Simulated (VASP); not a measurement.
# MgO (Periclase) (Fm-3m) in VASP: a series of runs

The runs below take MgO (Periclase) through single point, with r2SCAN.

Everything below comes from runs of VASP 6.6.1. Logs are shortened: lines on timing, memory, paths and dates and some standing lists are left out, and cuts for length are marked.

**Experimental background.**

From “Electronic structure of alkaline earth and post-transition metal oxides”, 2009, arxiv:0908.1581, for a bulk crystal of MgO: band gap 7.83 eV.

The results are compared with them further down.

**1. The cell of the first run**

It takes space group Fm-3m (No. 225, cubic). The conventional cell has a = 4.029 Å, b = 4.029 Å, c = 4.029 Å, α = 90.00°, β = 90.00°, γ = 90.00°. Within 2.7 Å of Mg (site symmetry m-3m) lie 6 O at 2.01 Å. O (site symmetry m-3m) has 6 Mg at 2.01 Å within 2.7 Å.

**2. Single point, r2SCAN (volume scaled by 0.880)**

The input, POSCAR:

```
MgO
1.0
    0.0000000000      2.0145170786      2.0145170786
    2.0145170786      0.0000000000      2.0145170786
    2.0145170786      2.0145170786      0.0000000000
Mg O
1 1
Direct
    0.0000000000      0.0000000000      0.0000000000
    0.5000000000      0.5000000000      0.5000000000
```

The input, INCAR.step1:

```
  PREC = Accurate
  ENCUT = 520
  ISMEAR = 0
  SIGMA = 0.05
  LREAL = False
  LASPH = True
  NELM = 80
  NBANDS = 11
  GGA = PE
  ALGO = Normal
  EDIFF = 1E-4
  LWAVE = True
  LCHARG = False
```

The input, INCAR.step2:

```
  PREC = Accurate
  ENCUT = 520
  EDIFF = 1E-6
  ISMEAR = 0
  SIGMA = 0.05
  LREAL = False
  LASPH = True
  NELM = 80
  ALGO = Normal
  ISIF = 2
  LWAVE = False
  LCHARG = False
  METAGGA = R2SCAN
  LMIXTAU = True
  NBANDS = 11
  ISTART = 1
```

The input, KPOINTS:

```
Automatic mesh
0
Gamma
  8 8 8
```

Potentials or basis: VASP PAW PBE potentials, release 64 (Mg, O).

On the command line:

```sh
$ cat potpaw_PBE.64/Mg/POTCAR potpaw_PBE.64/O/POTCAR > POTCAR
$ cp INCAR.step1 INCAR
$ mpirun -np 1 vasp_std > vasp.out
$ cp INCAR.step2 INCAR
$ mpirun -np 1 vasp_std > vasp.out
```

OUTCAR:

```text
PREC = Accurate
   ENCUT = 520
   EDIFF = 1E-6
   ISMEAR = 0
   LREAL = False
   LASPH = True
   NELM = 80
   ISIF = 2
   METAGGA = R2SCAN
   ISTART = 1

 ion  position               nearest neighbor table
   1  0.000  0.000  0.000-   2 2.01   2 2.01   2 2.01   2 2.01   2 2.01   2 2.01
   2  0.500  0.500  0.500-   1 2.01   1 2.01   1 2.01   1 2.01   1 2.01   1 2.01

  LATTYP: Found a face centered cubic cell.
 ALAT       =     4.0290341572

  Lattice vectors:

 A1 = (   0.0000000000,   2.0145170786,   2.0145170786)
 A2 = (   2.0145170786,   0.0000000000,   2.0145170786)
 A3 = (   2.0145170786,   2.0145170786,   0.0000000000)

Analysis of symmetry for initial positions (statically):
=====================================================================
 Subroutine PRICEL returns:
 Original cell was already a primitive cell.

 Routine SETGRP: Setting up the symmetry group for a
 face centered cubic supercell.

 Subroutine GETGRP returns: Found 48 space group operations
 (whereof 48 operations were pure point group operations)
 out of a pool of 48 trial point group operations.

The static configuration has the point symmetry O_h .

Analysis of symmetry for dynamics (positions and initial velocities):
=====================================================================
 Subroutine PRICEL returns:
 Original cell was already a primitive cell.

 Routine SETGRP: Setting up the symmetry group for a
 face centered cubic supercell.

 Subroutine GETGRP returns: Found 48 space group operations
 (whereof 48 operations were pure point group operations)
 out of a pool of 48 trial point group operations.

The dynamic configuration has the point symmetry O_h .

 Subroutine INISYM returns: Found 48 space group operations
 (whereof 48 operations are pure point group operations),
 and found     1 'primitive' translations

----------------------------------------------------------------------------------------

                                     Primitive cell

  volume of cell :      16.3509

  direct lattice vectors                    reciprocal lattice vectors
     0.000000000  2.014517079  2.014517079    -0.248198442  0.248198442  0.248198442
     2.014517079  0.000000000  2.014517079     0.248198442 -0.248198442  0.248198442
     2.014517079  2.014517079  0.000000000     0.248198442  0.248198442 -0.248198442

  length of vectors
     2.848957374  2.848957374  2.848957374     0.429892312  0.429892312  0.429892312

  position of ions in fractional coordinates (direct lattice)
     0.000000000  0.000000000  0.000000000
     0.500000000  0.500000000  0.500000000

  ion indices of the primitive-cell ions
   primitive index   ion index
                 1           1
                 2           2

----------------------------------------------------------------------------------------

 KPOINTS: Automatic mesh

Automatic generation of k-mesh.
 Grid dimensions read from file:
 generate k-points for:    8    8    8

 Generating k-lattice:

  Cartesian coordinates                     Fractional coordinates (reciprocal lattice)
    -0.031024805  0.031024805  0.031024805     0.125000000  0.000000000  0.000000000
     0.031024805 -0.031024805  0.031024805     0.000000000  0.125000000  0.000000000
     0.031024805  0.031024805 -0.031024805     0.000000000  0.000000000  0.125000000

  Length of vectors
     0.053736539  0.053736539  0.053736539

  Shift w.r.t. Gamma in fractional coordinates (k-lattice)
     0.000000000  0.000000000  0.000000000

 Subroutine IBZKPT returns following result:
 ===========================================

 Found     29 irreducible k-points:

 Following reciprocal coordinates:
            Coordinates               Weight
  0.000000  0.000000  0.000000      1.000000
  0.125000  0.000000  0.000000      8.000000
  0.250000  0.000000  0.000000      8.000000
  0.375000  0.000000  0.000000      8.000000
  0.500000  0.000000  0.000000      4.000000
  0.125000  0.125000  0.000000      6.000000
[... 16 lines left out ...]
  0.500000  0.250000  0.125000     48.000000
 -0.375000  0.250000  0.125000     24.000000
 [... further k-points ...]
   k-points           NKPTS =     29   k-points in BZ     NKDIM =     29   number of bands    NBANDS=     11
   number of dos      NEDOS =    301   number of ions     NIONS =      2
   total plane-waves  NPLWV =  13824
   dimension x,y,z NGX =    24 NGY =   24 NGZ =   24
   dimension x,y,z NGXF=    48 NGYF=   48 NGZF=   48
   ions per type =               1   1
   NGX,Y,Z   is equivalent  to a cutoff of  14.00, 14.00, 14.00 a.u.
   NGXF,Y,Z  is equivalent  to a cutoff of  28.01, 28.01, 28.01 a.u.
 SYSTEM =  unknown system
   PREC   = accura    normal or accurate (medium, high low for compatibility)
   ISTART =      1    job   : 0-new  1-cont  2-samecut
   ICHARG =      0    charge: 1-file 2-atom 10-const
   ISPIN  =      1    spin polarized calculation?
   LNONCOLLINEAR =      F non collinear calculations
   LSORBIT =      F    spin-orbit coupling
   LASPH  =      T    aspherical Exc in radial PAW
   ENCUT  =  520.0 eV  38.22 Ry    6.18 a.u.   5.30  5.30  5.30*2*pi/ulx,y,z
   NELM   =     80;   NELMIN=  2; NELMDL=  0     # of ELM steps
   EDIFF  = 0.1E-05   stopping-criterion for ELM
   LREAL  =      F    real-space projection
   EDIFFG = 0.1E-04   stopping-criterion for IOM
   NSW    =      0    number of steps for IOM
   IBRION =     -1    ionic relax: 0-MD 1-quasi-New 2-CG
   NFREE  =      0    steps in history (QN), initial steepest desc. (CG)
   ISIF   =      2    stress and relaxation
   ISYM   =      2    0-nonsym 1-usesym 2-fastsym
   POTIM  = 0.5000    time-step for ionic-motion
   TEBEG  =    0.0;   TEEND  =   0.0 temperature during run
   PSTRESS=    0.0 pullay stress
   NELECT =       8.0000    total number of electrons
   NUPDOWN=      -1.0000    fix difference up-down
   EMIN   =  10.00;   EMAX   =-10.00  energy-range for DOS
   EFERMI =   0.00;   METHOD = LEGACY
   ISMEAR =     0;   SIGMA  =   0.05  broadening in eV -4-tet -1-fermi 0-gaus
   EFERMI_NEDOS =   21; number of points for ismear=-14 and -15
   IALGO  =     38    algorithm
   IMIX   =      4    mixing-type and parameters
     AMIX     =   0.40;   BMIX     =  1.00
     AMIX_MAG =   1.60;   BMIX_MAG =  1.00
  volume/ion in A,a.u.               =       8.18        55.17
  Fermi-wavevector in a.u.,A,eV,Ry     =   1.290002  2.437751 22.641542  1.664106
  Thomas-Fermi vector in A             =   2.421861
   LORBIT       =      0    0 simple, 1 ext, 2 COOP (PROOUT), +10 PAW based schemes
   METAGGA = R2SCAN    functional components
   LHFCALC =     F    Hartree Fock is set to
   AEXX    =    0.0000 exact exchange contribution
   IVDW    =     0    specifies the selected vdW correction
   LEPSILON=     F    determine dielectric tensor
   LRPA    =     F    only Hartree local field effects (RPA)
 non-spin polarized calculation
 Gauss-broadening in eV      SIGMA  =   0.05
  energy-cutoff  :      520.00
  volume of cell :       16.35
 maximum number of plane-waves:       459
 NGX is ok and might be reduce to    24
   NGX = 11   NGY = 11   NGZ = 11

 number of electron       7.9999999 magnetization

 Free energy of the ion-electron system (eV)
  ---------------------------------------------------
  ext. energy  EPLUGINS =         0.00000000
  ---------------------------------------------------
  free energy    TOTEN  =       -16.00065466 eV

  energy without entropy =      -16.00065466  energy(sigma->0) =      -16.00065466

 E-fermi :   4.1817     XC(G=0): -12.2984

 val. band max:        3.8321173643   @ k =   0.0000   0.0000   0.0000
 cond. band min:      10.9014609406   @ k =   0.0000   0.0000   0.0000
 fundamental gap:      7.0693435762
 Fermi energy:         4.1817494787

 k-point     1 :       0.0000    0.0000    0.0000
  band No.  band energies     occupation
      1     -15.1066      2.00000
      2       3.8321      2.00000
      3       3.8321      2.00000
      4       3.8321      2.00000
      5      10.9015      0.00000
      6      21.4431      0.00000
      7      21.4431      0.00000
      8      21.4431      0.00000
      9      25.9881      0.00000
     10      27.9114      0.00000
     11      27.9114      0.00000

 k-point     2 :       0.1250    0.0000    0.0000
  band No.  band energies     occupation
      1     -14.9052      2.00000
      2       2.8406      2.00000
      3       3.6987      2.00000
      4       3.6987      2.00000
      5      11.7943      0.00000
      6      19.7296      0.00000
      7      21.9039      0.00000
      8      21.9039      0.00000
      9      27.1605      0.00000
     10      27.1605      0.00000
     11      28.6276      0.00000

 k-point     3 :       0.2500    0.0000    0.0000
  band No.  band energies     occupation
      1     -14.3780      2.00000
      2       0.9152      2.00000
      3       3.3924      2.00000
      4       3.3924      2.00000
      5      13.1762      0.00000
      6      18.3797      0.00000
      7      22.7145      0.00000
      8      22.7145      0.00000
      9      26.8128      0.00000
     10      26.8128      0.00000
     11      29.6942      0.00000

 k-point     4 :       0.3750    0.0000    0.0000
  band No.  band energies     occupation
      1     -13.7743      2.00000
      2      -0.7486      2.00000
      3       3.1055      2.00000
      4       3.1055      2.00000
      5      13.5909      0.00000
      6      18.7599      0.00000
      7      22.8144      0.00000
      8      22.8144      0.00000
      9      28.3010      0.00000
     10      28.3010      0.00000
     11      28.8241      0.00000
[... 239 lines left out ...]
 k-point    22 :       0.3750    0.2500    0.1250
  band No.  band energies     occupation
      1     -14.0032      2.00000
      2       0.4850      2.00000
      3       2.4787      2.00000
      4       3.0699      2.00000
      5      14.7699      0.00000
      6      16.8812      0.00000
      7      21.6877      0.00000
      8      24.2839      0.00000
      9      24.4226      0.00000
     10      29.3177      0.00000
     11      33.6886      0.00000

 k-point    23 :       0.5000    0.2500    0.1250
  band No.  band energies     occupation
      1     -13.5297      2.00000
      2      -0.3569      2.00000
      3       1.8111      2.00000
      4       2.7680      2.00000
      5      15.4831      0.00000
      6      17.5607      0.00000
      7      20.5368      0.00000
      8      23.9460      0.00000
      9      26.3375      0.00000
     10      29.5097      0.00000
     11      33.8118      0.00000

 k-point    24 :      -0.3750    0.2500    0.1250
  band No.  band energies     occupation
      1     -13.3172      2.00000
      2      -0.7238      2.00000
      3       1.5715      2.00000
      4       2.6296      2.00000
      5      15.4750      0.00000
      6      18.4341      0.00000
      7      20.1270      0.00000
      8      23.6978      0.00000
      9      27.3112      0.00000
     10      29.2567      0.00000
     11      33.8852      0.00000

 [... further k-points ...]
[... 5 lines left out ...]
  --------------------------------------------------------------------------------------
  -------------------------------------------------------------------------------------
  Total        2.7158545      2.7158545      2.7158545      0.0000000     -0.0000000     -0.0000000
  in kB      266.1179861    266.1179861    266.1179861      0.0000000     -0.0000000     -0.0000000
  external PRESSURE =     266.1179861 kB  Pullay stress =       0.0000000 kB

 VOLUME and BASIS-vectors are now :
 -----------------------------------------------------------------------------
  energy-cutoff  :      520.00
  volume of cell :       16.35
      direct lattice vectors                 reciprocal lattice vectors
     0.000000000  2.014517079  2.014517079    -0.248198442  0.248198442  0.248198442
     2.014517079  0.000000000  2.014517079     0.248198442 -0.248198442  0.248198442
     2.014517079  2.014517079  0.000000000     0.248198442  0.248198442 -0.248198442

 POSITION                                       TOTAL-FORCE (eV/Angst)
 -----------------------------------------------------------------------------------
      0.00000      0.00000      0.00000         0.000000      0.000000      0.000000
      2.01452      2.01452      2.01452         0.000000      0.000000     -0.000000
 -----------------------------------------------------------------------------------
    total drift:                               -0.000000     -0.000000      0.000000

  FREE ENERGIE OF THE ION-ELECTRON SYSTEM (eV)
  ---------------------------------------------------
  free  energy   TOTEN  =       -16.0006546576 eV

  energy  without entropy=      -16.0006546576  energy(sigma->0) =      -16.00065466
```

It took 12 s on 1 thread of Intel Xeon 6975P-C (Granite Rapids), shared host; peak memory 0.14 GiB.

What came out:

- Free energy: -16.0007 eV
- Pressure: 26.6 GPa
- Band gap on the k mesh: 7.07 eV, direct

Levels at points of the mesh, in eV from the valence-band top:
```
           k point  band 1  band 2  band 3  band 4  band 5  band 6  band 7  band 8  band 9
(0.00, 0.00, 0.00)  -18.94    0.00    0.00    0.00    7.07   17.61   17.61   17.61   22.16
(0.50, 0.00, 0.00)  -17.33   -5.24   -0.84   -0.84    9.72   15.44   18.88   18.88   24.60
(0.50, 0.50, 0.00)  -17.04   -4.68   -1.57   -1.57   10.18   12.65   15.85   22.60   22.60
```

Caveat: the PAW data sets were made with another functional, which shifts forces and pressure a little.

(Continued in part 2 of 3.)
